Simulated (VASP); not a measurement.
A run of VASP 6.6.1:

File POSCAR:

```
TaN
1.0
    2.9380000000      0.0000000000      0.0000000000
   -1.4690000000      2.5443826363      0.0000000000
    0.0000000000      0.0000000000      2.8830000000
Ta N
1 1
Direct
    0.3333333333      0.6666666667      0.5000000000
    0.0000000000      0.0000000000      0.0000000000
```

Contents of INCAR.step1:

```
PREC = Accurate
ENCUT = 520
ISMEAR = -1
SIGMA = 0.03
LREAL = F
LASPH = T
NELM = 80
NBANDS = 15
GGA = PE
ALGO = Normal
EDIFF = 1E-4
LWAVE = T
LCHARG = F
```

Contents of INCAR.step2:

```
PREC = Accurate
ENCUT = 520
EDIFF = 1E-8
ISMEAR = -1
SIGMA = 0.03
LREAL = F
LASPH = T
NELM = 80
ALGO = Normal
ISIF = 2
LWAVE = F
LCHARG = F
METAGGA = R2SCAN
LMIXTAU = T
LEFG = T
NBANDS = 15
ISTART = 1
```

File KPOINTS:

```
regular mesh
0
Gamma
  11 11 10
```

Potentials or basis: VASP PAW PBE potentials, release 64 (Ta_pv, N).

The run is started by

```console
$ cat potpaw_PBE.64/Ta_pv/POTCAR potpaw_PBE.64/N/POTCAR > POTCAR
$ cp INCAR.step1 INCAR
$ mpirun -np 1 vasp_std > vasp.out
$ cp INCAR.step2 INCAR
$ mpirun -np 1 vasp_std > vasp.out
```

Hardware: 1 thread of Intel Xeon 8259CL (shared host).

Task: Estimate the wall time of this run.

Result: Wall time 3.3 min on 1 thread of Intel Xeon 8259CL, on a shared host, peak memory 0.17 GiB. Counts: k points 96.
